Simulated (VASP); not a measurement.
## I: single point with LDA

The system is I.

```
I
1.0
     2.58816    0.00000    0.00000
    -1.29408    2.24142    0.00000
     0.00000    0.00000    4.37482
I
2
Direct
  0.33333 0.66667 0.25000
  0.66667 0.33333 0.75000
```

```
Program                : VASP 6.6.1
Task                   : single point
Functional             : LDA
Potentials or basis    : VASP PAW LDA potentials, release 64 (I)
Cutoff                 : 520 eV
k mesh                 : 16 × 16 × 9
Occupations            : fermi-dirac, width 0.05 eV
Spin                   : no spin polarisation
Dipole correction      : no
Further INCAR settings : ALGO = Normal; EDIFF = 1e-06; NBANDS = 14
```

| Quantity | Value |
| --- | --- |
| Pressure | 290.5 GPa |
| Band gap on the k mesh | zero (band 7 reaches 30.83 eV, above the bottom of band 8 at 19.03 eV) |

Stress tensor (GPa, compression positive):
```
290.41   0.00   0.00
  0.00 290.41   0.00
  0.00   0.00 290.80
```

Levels at points of the mesh, in eV from the Fermi level:
```tsv
k point	band 5	band 6	band 7	band 8	band 9	band 10
(0.00, 0.00, 0.00)	2.98	4.76	5.96	5.96	6.36	7.34
(0.50, 0.00, 0.00)	-9.34	-6.00	-4.02	1.68	2.23	5.71
```

It took 28 s on 1 thread of Intel(R) Xeon(R) Platinum 8375C CPU @ 2.90GHz (Ice Lake) (shared host), peak memory 0.16 GiB.

Caveat: spin-orbit coupling is left out, which moves the levels of the heavy elements.
